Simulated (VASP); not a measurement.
SiAs5: relaxation of cell and atoms with PBE

The system is SiAs5.

```
Si As
1.0
     0.00000    3.89646    3.89646
     3.89646    0.00000    3.89646
     3.89646    3.89646    0.00000
Si As
1 5
Direct
  0.25000 0.25000 0.25000
  0.87638 0.37086 0.87638
  0.87638 0.87638 0.87638
  0.37086 0.87638 0.87638
  0.87638 0.87638 0.37086
  0.50000 0.50000 0.50000
```

```json
{
  "Program": "VASP 6.6.1",
  "Task": "relaxation of cell and atoms",
  "Functional": "PBE",
  "Potentials or basis": "VASP PAW PBE potentials, release 64 (Si, As)",
  "Cutoff": "600 eV",
  "k mesh": "8 × 8 × 8",
  "Occupations": "gaussian, width 0.1 eV",
  "Spin": "no spin polarisation",
  "Dipole correction": "no",
  "Further INCAR settings": "ALGO = Normal; EDIFF = 1e-07; IBRION = 2; EDIFFG = -0.01; NSW = 100; ISIF = 3"
}
```

The relaxed volume is 20.01 Å³/atom. The relaxed cell is a = 5.537 Å, b = 5.537 Å, c = 5.537 Å, α = 60.00°, β = 60.00°, γ = 60.00°. The space group after relaxing (to 0.05 Å) is F-43m (No. 216), the energy gained by relaxing is 2.2 meV/atom and the ionic steps are 7. The pressure after relaxing is 0.0 GPa.

The path:
```
step  energy change (eV)  largest force (eV/Å)  pressure (GPa)  volume (Å³)
   1              0.0000                0.1669            1.07       118.32
   2             -0.0092                0.0930           -0.32       120.59
   3             -0.0093                0.0977           -0.22       120.41
   4             -0.0114                0.0703           -0.13       120.22
   5             -0.0133                0.0081            0.09       119.81
   6             -0.0133                0.0051            0.10       119.79
   7             -0.0134                0.0016           -0.05       120.06
```

Final structure:
```xyz
6
Lattice="0.0000 3.9155 3.9155 3.9155 0.0000 3.9155 3.9155 3.9155 0.0000" Properties=species:S:1:pos:R:3 pbc="T T T"
Si    1.9578    1.9578    1.9578
As    4.8990    6.8475    4.8990
As    6.8475    6.8475    6.8475
As    6.8475    4.8990    4.8990
As    4.8990    4.8990    6.8475
As    3.9155    3.9155    3.9155
```

Levels at points of the mesh, in eV from the Fermi level:
| k point | band 11 | band 12 | band 13 | band 14 | band 15 | band 16 | band 17 | band 18 |
| --- | --- | --- | --- | --- | --- | --- | --- | --- |
| (0.00, 0.00, 0.00) | -3.17 | -3.17 | -2.20 | -2.20 | -2.20 | 2.47 | 2.47 | 2.47 |
| (0.50, 0.00, 0.00) | -2.19 | -1.88 | -1.54 | -1.54 | -0.04 | 0.21 | 1.47 | 1.47 |
| (0.50, 0.50, 0.00) | -1.26 | -1.26 | -0.96 | -0.82 | -0.67 | -0.66 | 0.39 | 0.98 |

Run time: 10 min on 1 thread of Oxide Virtual Turin-like Processor (shared host), peak memory 0.34 GiB.
